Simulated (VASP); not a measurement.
Crystal: CuS.

```
Cu S
1.0
     0.00000    2.60708    2.60708
     2.60708    0.00000    2.60708
     2.60708    2.60708    0.00000
Cu S
1 1
Direct
  0.25000 0.25000 0.25000
  0.00000 0.00000 0.00000
```

| Quantity | Value |
| --- | --- |
| Program | VASP 6.6.1 |
| Task | relaxation of cell and atoms |
| Functional | LDA |
| Potentials or basis | VASP PAW LDA potentials, release 64 (Cu, S) |
| Cutoff | 600 eV |
| k mesh | 14 × 14 × 14 |
| Occupations | gaussian, width 0.1 eV |
| Spin | no spin polarisation |

At the start: pressure -7.3 GPa; volume 17.72 Å³/atom.

**Question.** How do energy, volume and symmetry change on relaxing?

**Answer.** Over 3 steps the energy falls by 33.8 meV/atom and the volume is 16.34 Å³/atom (-7.8 %); space group F-43m (No. 216, to 0.1 Å) before and after.

Step by step:
| step | energy change (eV) | largest force (eV/Å) | pressure (GPa) | volume (Å³) |
| --- | --- | --- | --- | --- |
| 1 | 0.0000 | 0.0000 | -7.29 | 35.44 |
| 2 | -0.0519 | 0.0000 | 4.28 | 31.46 |
| 3 | -0.0676 | 0.0000 | -0.03 | 32.67 |

Final structure:
```
CELL_PARAMETERS angstrom
0.00000 2.53731 2.53731
2.53731 0.00000 2.53731
2.53731 2.53731 0.00000
ATOMIC_POSITIONS crystal
Cu 0.25000 0.25000 0.25000
S 0.00000 0.00000 0.00000
```

Caveat: an odd number of electrons without spin polarisation forces a metal; a magnetic or distorted state may lie lower.
